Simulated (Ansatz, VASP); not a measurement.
Two plane-wave programs on Pb

Contents of POSCAR:

```
Pb
1.0
    0.0000000000      2.4750200000      2.4750200000
    2.4750200000      0.0000000000      2.4750200000
    2.4750200000      2.4750200000      0.0000000000
Pb
1
Direct
    0.0000000000      0.0000000000      0.0000000000
```

Contents of INCAR.step1:

```
SYSTEM = Pb
ALGO = Normal ; EDIFF = 1E-5
ENCUT = 520 ; GGA = PE
ISIF = 2 ; ISMEAR = -1
LASPH = .TRUE. ; LCHARG = .FALSE.
LREAL = .FALSE. ; LWAVE = .TRUE.
NBANDS = 13 ; NELM = 60
PREC = Accurate ; SIGMA = 0.05
```

The input INCAR.step2:

```
SYSTEM = Pb
AEXX = 0.2 ; AGGAC = 0.81
AGGAX = 0.72 ; ALDAC = 0.19
ALGO = Normal ; EDIFF = 1E-7
ENCUT = 520 ; GGA = B3
ISIF = 2 ; ISMEAR = -1
ISTART = 1 ; LASPH = .TRUE.
LCHARG = .FALSE. ; LHFCALC = .TRUE.
LREAL = .FALSE. ; LWAVE = .FALSE.
NBANDS = 13 ; NELM = 60
PREC = Accurate ; PRECFOCK = Normal
SIGMA = 0.05
```

File KPOINTS:

```
k-points
0
G
  5 5 5
  0 0 0
```

File input.yaml:

```yaml
crystal:
  lattice:
    - [0.0, 2.47502, 2.47502]
    - [2.47502, 0.0, 2.47502]
    - [2.47502, 2.47502, 0.0]
  atoms:
    - { symbol: Pb, position: [0.0, 0.0, 0.0] }
hamiltonian:
  xc: b3lyp
  pseudopotentials: { kind: paw }
kpoints:
  mp_grid: { grid: [5, 5, 5] }
scf:
  occupations: { method: fermi_dirac, width: 0.05 }
output:
  forces: true
  stress: true
  eigenvalues: true
  write_density: true
  write_potential: true
  elf: true
  volumetric_format: npy
```

Alike in both runs: task single point; functional B3LYP; k mesh 5 × 5 × 5; occupations fermi-dirac, width 0.05 eV; no spin polarisation.

|  | VASP | Ansatz |
| --- | --- | --- |
| version | VASP 6.6.1 | Ansatz 0.2.0 |
| potentials or method | VASP PAW PBE potentials, release 64 (Pb_d) | Ansatz PAW |
| plane-wave cutoff (eV) | 520 | 420 |
| valence electrons in the cell | 14 | 14 |

|  | VASP | Ansatz | Ansatz less VASP |
| --- | --- | --- | --- |
| gap on the k mesh at the Fermi level (eV) | none | none | - |
| pressure (GPa) | 3.7 | 3.7 | -0.03 |

VASP's potentials were made for PBE, not for B3LYP. A gap of «none» marks a metal or a gap that the smearing closes. The functional is the same, so the differences come from potentials, cutoffs and numerics.

The k mesh is coarse, so the values compare programs but aren't converged. Neither program's run includes spin-orbit coupling.
